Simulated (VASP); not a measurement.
# TiSi16 (a cell with a defect) in VASP: further runs

Runs on TiSi16 (a cell with a defect). Level: PBE. Tasks: single point.

Everything below comes from runs of VASP 6.6.1. Logs are shortened: lines on timing, memory, paths and dates and some standing lists are left out, and cuts for length are marked.

## (1) The cell of the first run

The cell holds a defect, 17 atoms: a = 7.679 Å, b = 7.679 Å, c = 7.679 Å, α = 60.00°, β = 60.00°, γ = 60.00°.

## (2) Single point, PBE

INCAR

```
PREC = Accurate ; ENCUT = 400
EDIFF = 1E-6 ; ISMEAR = 0
SIGMA = 0.02 ; LREAL = False
LASPH = True ; NELM = 120
ALGO = Normal ; ISIF = 2
LWAVE = False ; LCHARG = False
GGA = PE ; NBANDS = 52
GGA_COMPAT = False
```

KPOINTS

```
regular mesh
0
Gamma
  2 2 2
```

POSCAR

```
TiSi16
1.0
    0.0000000000      5.4300000000      5.4300000000
    5.4300000000      0.0000000000      5.4300000000
    5.4300000000      5.4300000000      0.0000000000
Si Ti
16 1
Direct
    0.0010515473      0.0014273850     -0.0015469611
    0.1335300198      0.1229720750      0.1273252461
    0.0110054505     -0.0109503436      0.4996848311
    0.1336588862      0.1230058983      0.6154723669
    0.0114577320      0.4966917592     -0.0056251973
    0.1336374541      0.6189362265      0.1234368163
    0.0114670511      0.4967205445      0.4968858066
    0.1335079768      0.6184900259      0.6237288248
    0.5142425852      0.0000694910      0.0040749656
    0.6392137039      0.1244304404      0.1176848013
    0.5143437276      0.0001005605      0.4806819202
    0.6372962941      0.1226121949      0.6196057104
    0.5160067390      0.4863709478     -0.0014689315
    0.6377604140      0.6191155104      0.1268327685
    0.5041436040      0.4964647301      0.4993903821
    0.6377822037      0.6191661184      0.6156280101
    0.3873987107      0.8728490355      0.8694720399
```

Potentials or basis: VASP PAW PBE potentials, release 64 (Si, Ti_sv).

Launch:

```console
cat potpaw_PBE.64/Si/POTCAR potpaw_PBE.64/Ti_sv/POTCAR > POTCAR
mpirun -np 1 vasp_std > vasp.out
```

OUTCAR:

```text
PREC = Accurate
   ENCUT = 400
   EDIFF = 1E-6
   ISMEAR = 0
   LREAL = False
   LASPH = True
   NELM = 120
   ISIF = 2
   GGA = PE

 ion  position               nearest neighbor table
   1  0.001  0.001  0.998-  10 2.27   6 2.40   2 2.40   4 2.40  17 2.42
   2  0.134  0.123  0.127-   3 2.34   5 2.34   9 2.39   1 2.40  17 2.76
   3  0.011  0.989  0.500-   8 2.32   2 2.34   4 2.34  12 2.34
   4  0.134  0.123  0.615-   3 2.34   7 2.34  11 2.39   1 2.40  17 2.76
   5  0.011  0.497  0.994-   8 2.32   6 2.34  14 2.34   2 2.34
   6  0.134  0.619  0.123-   7 2.34   5 2.34  13 2.40   1 2.40  17 2.76
   7  0.011  0.497  0.497-   8 2.32   6 2.34  16 2.34   4 2.34
   8  0.134  0.618  0.624-   3 2.32  15 2.32   5 2.32   7 2.32
   9  0.514  0.000  0.004-  10 2.28   2 2.39  14 2.39  12 2.41  17 2.44
  10  0.639  0.124  0.118-   1 2.27  13 2.27   9 2.28  11 2.28
  11  0.514  0.000  0.481-  10 2.28   4 2.39  16 2.39  12 2.41  17 2.44
  12  0.637  0.123  0.620-   3 2.34  15 2.34  11 2.41   9 2.41  17 2.71
  13  0.516  0.486  0.999-  10 2.27   6 2.40  14 2.40  16 2.40  17 2.42
  14  0.638  0.619  0.127-  15 2.34   5 2.34   9 2.39  13 2.40  17 2.76
  15  0.504  0.496  0.499-   8 2.32  14 2.34  16 2.34  12 2.34
  16  0.638  0.619  0.616-  15 2.34   7 2.34  11 2.39  13 2.40  17 2.76
  17  0.387  0.873  0.869-   1 2.42  13 2.42   9 2.44  11 2.44  12 2.71  16 2.76   6 2.76  14 2.76
                             4 2.76   2 2.76

  LATTYP: Found a face centered cubic cell.
 ALAT       =    10.8600000000

  Lattice vectors:

 A1 = (   0.0000000000,   5.4300000000,   5.4300000000)
 A2 = (   5.4300000000,   0.0000000000,   5.4300000000)
 A3 = (   5.4300000000,   5.4300000000,   0.0000000000)

Analysis of symmetry for initial positions (statically):
=====================================================================
 Subroutine PRICEL returns:
 Original cell was already a primitive cell.

 Routine SETGRP: Setting up the symmetry group for a
 face centered cubic supercell.

 Subroutine GETGRP returns: Found  1 space group operations
 (whereof  1 operations were pure point group operations)
 out of a pool of 48 trial point group operations.

The static configuration has the point symmetry C_1 .

Analysis of symmetry for dynamics (positions and initial velocities):
=====================================================================
 Subroutine PRICEL returns:
 Original cell was already a primitive cell.

 Routine SETGRP: Setting up the symmetry group for a
 face centered cubic supercell.

 Subroutine GETGRP returns: Found  1 space group operations
 (whereof  1 operations were pure point group operations)
 out of a pool of 48 trial point group operations.

The dynamic configuration has the point symmetry C_1 .

 Subroutine INISYM returns: Found  1 space group operations
 (whereof  1 operations are pure point group operations),
 and found     1 'primitive' translations

----------------------------------------------------------------------------------------

                                     Primitive cell

  volume of cell :     320.2060

  direct lattice vectors                    reciprocal lattice vectors
     0.000000000  5.430000000  5.430000000    -0.092081031  0.092081031  0.092081031
     5.430000000  0.000000000  5.430000000     0.092081031 -0.092081031  0.092081031
     5.430000000  5.430000000  0.000000000     0.092081031  0.092081031 -0.092081031

  length of vectors
     7.679179644  7.679179644  7.679179644     0.159489025  0.159489025  0.159489025

  position of ions in fractional coordinates (direct lattice)
     0.001051547  0.001427385  0.998453039
     0.133530020  0.122972075  0.127325246
     0.011005451  0.989049656  0.499684831
     0.133658886  0.123005898  0.615472367
     0.011457732  0.496691759  0.994374803
     0.133637454  0.618936226  0.123436816
[... 9 lines left out ...]
     0.637782204  0.619166118  0.615628010
     0.387398711  0.872849036  0.869472040

  ion indices of the primitive-cell ions
   primitive index   ion index
                 1           1
                 2           2
                 3           3
                 4           4
                 5           5
                 6           6
[... 9 lines left out ...]
                16          16
                17          17

----------------------------------------------------------------------------------------

 KPOINTS: regular mesh

Automatic generation of k-mesh.
 Grid dimensions read from file:
 generate k-points for:    2    2    2

 Generating k-lattice:

  Cartesian coordinates                     Fractional coordinates (reciprocal lattice)
    -0.046040516  0.046040516  0.046040516     0.500000000  0.000000000  0.000000000
     0.046040516 -0.046040516  0.046040516     0.000000000  0.500000000  0.000000000
     0.046040516  0.046040516 -0.046040516     0.000000000  0.000000000  0.500000000

  Length of vectors
     0.079744512  0.079744512  0.079744512

  Shift w.r.t. Gamma in fractional coordinates (k-lattice)
     0.000000000  0.000000000  0.000000000

 Subroutine IBZKPT returns following result:
 ===========================================

 Found      8 irreducible k-points:

 Following reciprocal coordinates:
            Coordinates               Weight
  0.000000  0.000000  0.000000      1.000000
  0.500000  0.000000  0.000000      1.000000
  0.000000  0.500000  0.000000      1.000000
  0.000000  0.000000  0.500000      1.000000
  0.500000  0.500000  0.500000      1.000000
  0.500000  0.500000  0.000000      1.000000
  0.000000  0.500000  0.500000      1.000000
  0.500000  0.000000  0.500000      1.000000
   k-points           NKPTS =      8   k-points in BZ     NKDIM =      8   number of bands    NBANDS=     52
   number of dos      NEDOS =    301   number of ions     NIONS =     17
   total plane-waves  NPLWV = 125000
   dimension x,y,z NGX =    50 NGY =   50 NGZ =   50
   dimension x,y,z NGXF=   100 NGYF=  100 NGZF=  100
   ions per type =              16   1
   NGX,Y,Z   is equivalent  to a cutoff of  10.82, 10.82, 10.82 a.u.
   NGXF,Y,Z  is equivalent  to a cutoff of  21.65, 21.65, 21.65 a.u.
 SYSTEM =  unknown system
   PREC   = accura    normal or accurate (medium, high low for compatibility)
   ISTART =      0    job   : 0-new  1-cont  2-samecut
   ICHARG =      2    charge: 1-file 2-atom 10-const
   ISPIN  =      1    spin polarized calculation?
   LNONCOLLINEAR =      F non collinear calculations
   LSORBIT =      F    spin-orbit coupling
   LASPH  =      T    aspherical Exc in radial PAW
   ENCUT  =  400.0 eV  29.40 Ry    5.42 a.u.  12.52 12.52 12.52*2*pi/ulx,y,z
   NELM   =    120;   NELMIN=  2; NELMDL= -5     # of ELM steps
   EDIFF  = 0.1E-05   stopping-criterion for ELM
   LREAL  =      F    real-space projection
   EDIFFG = 0.1E-04   stopping-criterion for IOM
   NSW    =      0    number of steps for IOM
   IBRION =     -1    ionic relax: 0-MD 1-quasi-New 2-CG
   NFREE  =      0    steps in history (QN), initial steepest desc. (CG)
   ISIF   =      2    stress and relaxation
   ISYM   =      2    0-nonsym 1-usesym 2-fastsym
   POTIM  = 0.5000    time-step for ionic-motion
   TEBEG  =    0.0;   TEEND  =   0.0 temperature during run
   PSTRESS=    0.0 pullay stress
   NELECT =      76.0000    total number of electrons
   NUPDOWN=      -1.0000    fix difference up-down
   EMIN   =  10.00;   EMAX   =-10.00  energy-range for DOS
   EFERMI =   0.00;   METHOD = LEGACY
   ISMEAR =     0;   SIGMA  =   0.02  broadening in eV -4-tet -1-fermi 0-gaus
   EFERMI_NEDOS =   21; number of points for ismear=-14 and -15
   IALGO  =     38    algorithm
   IMIX   =      4    mixing-type and parameters
     AMIX     =   0.40;   BMIX     =  1.00
     AMIX_MAG =   1.60;   BMIX_MAG =  1.00
  volume/ion in A,a.u.               =      18.84       127.11
  Fermi-wavevector in a.u.,A,eV,Ry     =   1.013607  1.915439 13.978610  1.027399
  Thomas-Fermi vector in A             =   2.146786
   LORBIT       =      0    0 simple, 1 ext, 2 COOP (PROOUT), +10 PAW based schemes
   GGA     = PE    functional components
   LHFCALC =     F    Hartree Fock is set to
   AEXX    =    0.0000 exact exchange contribution
   IVDW    =     0    specifies the selected vdW correction
   LEPSILON=     F    determine dielectric tensor
   LRPA    =     F    only Hartree local field effects (RPA)
 non-spin polarized calculation
 Gauss-broadening in eV      SIGMA  =   0.02
  energy-cutoff  :      400.00
  volume of cell :      320.21
 maximum number of plane-waves:      5817
   NGX = 25   NGY = 25   NGZ = 25

 number of electron      75.9999999 magnetization

 Free energy of the ion-electron system (eV)
  ---------------------------------------------------
  ext. energy  EPLUGINS =         0.00000000
  ---------------------------------------------------
  free energy    TOTEN  =       -92.18931955 eV

  energy without entropy =      -92.18556004  energy(sigma->0) =      -92.18743979

 E-fermi :   6.9165     XC(G=0):  -9.7518

 val. band max:        6.9158819811   @ k =   0.5000   0.0000   0.0000
 cond. band min:       6.9576783948   @ k =   0.5000   0.5000   0.5000
 fundamental gap:      0.0417964136
 Fermi energy:         6.9164506403

 k-point     1 :       0.0000    0.0000    0.0000
  band No.  band energies     occupation
      1     -49.8802      2.00000
      2     -26.2749      2.00000
      3     -26.2586      2.00000
      4     -26.2449      2.00000
      5      -5.7192      2.00000
      6      -3.5116      2.00000
[... 42 lines left out ...]
     49       8.1775      0.00000
     50       8.4689      0.00000

 k-point     2 :       0.5000    0.0000    0.0000
  band No.  band energies     occupation
      1     -49.8802      2.00000
      2     -26.2749      2.00000
      3     -26.2586      2.00000
      4     -26.2449      2.00000
      5      -5.0084      2.00000
      6      -4.8035      2.00000
[... 310 lines left out ...]
 k-point     8 :       0.5000    0.0000    0.5000
  band No.  band energies     occupation
      1     -49.8801      2.00000
      2     -26.2749      2.00000
      3     -26.2586      2.00000
      4     -26.2449      2.00000
      5      -4.6937      2.00000
      6      -4.5969      2.00000
[... 42 lines left out ...]
     49       9.8744      0.00000
     50      10.5303      0.00000
 [bands above 50 left out]

------------------------ aborting loop because EDIFF is reached ----------------------------------------

  FORCE on cell =-STRESS in cart. coord.  units (eV):
  Direction    XX          YY          ZZ          XY          YZ          ZX
  --------------------------------------------------------------------------------------
  -------------------------------------------------------------------------------------
  Total        7.8366074      7.8368975      8.1572875      0.2319135      0.0150993     -0.0196738
  in kB       39.2111148     39.2125661     40.8156643      1.1603986      0.0755508     -0.0984393
  external PRESSURE =      39.7464484 kB  Pullay stress =       0.0000000 kB

 VOLUME and BASIS-vectors are now :
 -----------------------------------------------------------------------------
  energy-cutoff  :      400.00
  volume of cell :      320.21
      direct lattice vectors                 reciprocal lattice vectors
     0.000000000  5.430000000  5.430000000    -0.092081031  0.092081031  0.092081031
     5.430000000  0.000000000  5.430000000     0.092081031 -0.092081031  0.092081031
     5.430000000  5.430000000  0.000000000     0.092081031  0.092081031 -0.092081031

 POSITION                                       TOTAL-FORCE (eV/Angst)
 -----------------------------------------------------------------------------------
      5.42935      5.42731      0.01346         0.002147     -0.001471     -0.004531
      1.35911      1.41644      1.39281         0.001541      0.000012      0.001939
      8.08383      2.77305      5.43030        -0.000789      0.001269     -0.001898
      4.00994      4.06778      1.39369        -0.001248     -0.003292     -0.000610
      8.09649      5.46167      2.75925        -0.000024     -0.001116      0.001699
      4.03109      1.39591      4.08648        -0.001514     -0.002448     -0.003165
[... 9 lines left out ...]
      6.70493      6.80602      6.82523        -0.002453     -0.001625      0.000609
      9.46080      6.82481      6.84315         0.001161     -0.000197      0.000878
 -----------------------------------------------------------------------------------
    total drift:                                0.000148     -0.000145     -0.000123

  FREE ENERGIE OF THE ION-ELECTRON SYSTEM (eV)
  ---------------------------------------------------
  free  energy   TOTEN  =       -92.1893195477 eV

  energy  without entropy=      -92.1855600363  energy(sigma->0) =      -92.18743979
```

Wall time 4.1 min (1 thread of Oxide Virtual Turin-like, shared host); peak memory 0.33 GiB.

What came out:

- Free energy: -92.1893 eV
- Pressure: 4.0 GPa
- Largest force: 0.006 eV/Å
- Band gap on the k mesh: zero (bands 38 and 39 overlap by 0.40 eV)

Forces on the atoms (eV/Å):
```
Si   0.002 -0.001 -0.005
Si   0.002  0.000  0.002
Si  -0.001  0.001 -0.002
Si  -0.001 -0.003 -0.001
Si   0.000 -0.001  0.002
Si  -0.002 -0.002 -0.003
Si   0.002  0.002  0.002
Si  -0.001  0.001  0.000
Si   0.003  0.005  0.001
Si  -0.001  0.000  0.002
Si  -0.003 -0.001  0.001
Si  -0.001  0.001  0.003
Si  -0.003  0.002 -0.004
Si   0.001  0.002  0.002
Si   0.003 -0.003 -0.003
Si  -0.002 -0.002  0.001
Ti   0.001  0.000  0.001
```

Stress tensor (GPa, compression positive):
```
 3.92  0.12 -0.01
 0.12  3.92  0.01
-0.01  0.01  4.08
```

Caveat: the k points lie up to 0.50 Å⁻¹ apart.

## (3) Single point, PBE

INCAR

```
SYSTEM = TiSi16
PREC     = Accurate       ! precision mode
ENCUT    = 400            ! plane-wave cutoff, eV
EDIFF    = 1E-6           ! SCF threshold, eV
ISMEAR   = 0              ! smearing method
SIGMA    = 0.02           ! smearing width, eV
LREAL    = .False.        ! projectors in reciprocal space
LASPH    = .True.         ! aspherical terms in the spheres
NELM     = 120            ! most SCF steps
ALGO     = Normal         ! electronic algorithm
ISIF     = 2              ! what is computed and relaxed
LWAVE    = .False.        ! write WAVECAR
LCHARG   = .True.         ! write CHGCAR
GGA      = PE             ! functional
LELF     = .True.         ! ELF
LVHAR    = .True.       
NBANDS   = 52             ! bands
GGA_COMPAT= .False.
```

KPOINTS

```
regular mesh
0
Gamma
  2 2 2
  0 0 0
```

POSCAR

```
TiSi16
1.0
    0.0000000000      5.4300000000      5.4300000000
    5.4300000000      0.0000000000      5.4300000000
    5.4300000000      5.4300000000      0.0000000000
Si Ti
16 1
Direct
    0.0018500889     -0.0120928120      0.0049213699
    0.1246532711      0.1109259858      0.1437258542
   -0.0000284103     -0.0141587117      0.5066522867
    0.1242566920      0.1107027963      0.6205848097
    0.0014283115      0.4916402116      0.0092215373
    0.1353512650      0.6141523210      0.1251681697
    0.0013203897      0.4914049385      0.4975915789
    0.1230752630      0.6239989656      0.6262952441
    0.5054936329     -0.0124860705      0.0090655758
    0.6279795993      0.1212420552      0.1253772676
    0.5051728517     -0.0124988868      0.4979518235
    0.6380389409      0.1093778788      0.6262659734
    0.5059186820      0.4918360337      0.0011351614
    0.6277653884      0.6138617405      0.1278825715
    0.5055327094      0.4916741181      0.5012918587
    0.6276155461      0.6138101449      0.6305053302
    0.2515659285      1.2377955510      0.7550702574
```

Potentials or basis: VASP PAW PBE potentials, release 64 (Si, Ti_sv).

Launch:

```console
cat potpaw_PBE.64/Si/POTCAR potpaw_PBE.64/Ti_sv/POTCAR > POTCAR
mpirun -np 1 vasp_std > vasp.out
```

It took 3.8 min on 1 thread of Oxide Virtual Turin-like, shared host; peak memory 0.33 GiB.

The run converged. Its results:

```yaml
Free_energy: -92.1893 eV
Pressure: 4.0 GPa
Largest_force: 0.012 eV/Å
Band_gap_on_the_k_mesh: zero (bands 38 and 39 overlap by 0.40 eV)
```

Forces in eV/Å, atoms in the order of the input:
```
Si   0.001  0.001 -0.003
Si   0.003  0.001 -0.003
Si   0.001  0.001 -0.001
Si  -0.003 -0.002  0.000
Si   0.000  0.003  0.003
Si   0.001  0.000  0.001
Si  -0.003 -0.001  0.003
Si   0.008 -0.007  0.006
Si   0.003  0.001  0.002
Si  -0.001  0.001  0.001
Si  -0.002 -0.002  0.002
Si  -0.005  0.002  0.000
Si   0.000 -0.001 -0.003
Si  -0.002 -0.002 -0.001
Si   0.001  0.000 -0.001
Si   0.001  0.001  0.000
Ti  -0.003  0.004 -0.005
```

Stress tensor (GPa, compression positive):
```
 3.93  0.11  0.01
 0.11  3.92 -0.01
 0.01 -0.01  4.08
```

Levels at points of the mesh, in eV from the Fermi level:
```
           k point  band 36  band 37  band 38  band 39  band 40  band 41
(0.00, 0.00, 0.00)    -0.97    -0.42    -0.39    -0.36    -0.11    -0.06
(0.50, 0.00, 0.00)    -1.35    -0.28     0.00     0.07     0.45     0.47
(0.00, 0.50, 0.00)    -1.35    -0.28     0.00     0.07     0.45     0.47
(0.00, 0.00, 0.50)    -1.35    -0.25     0.04     0.07     0.45     0.46
(0.50, 0.50, 0.50)    -1.35    -0.25     0.04     0.07     0.45     0.46
(0.50, 0.50, 0.00)    -1.88    -0.70    -0.02     0.57     0.62     1.11
(0.00, 0.50, 0.50)    -1.86    -0.69    -0.02     0.57     0.58     1.12
(0.50, 0.00, 0.50)    -1.86    -0.69    -0.02     0.57     0.58     1.12
```

Caveat: the k points lie up to 0.50 Å⁻¹ apart.

The gap in the log of VASP goes by the Fermi energy; the results here count the filled bands.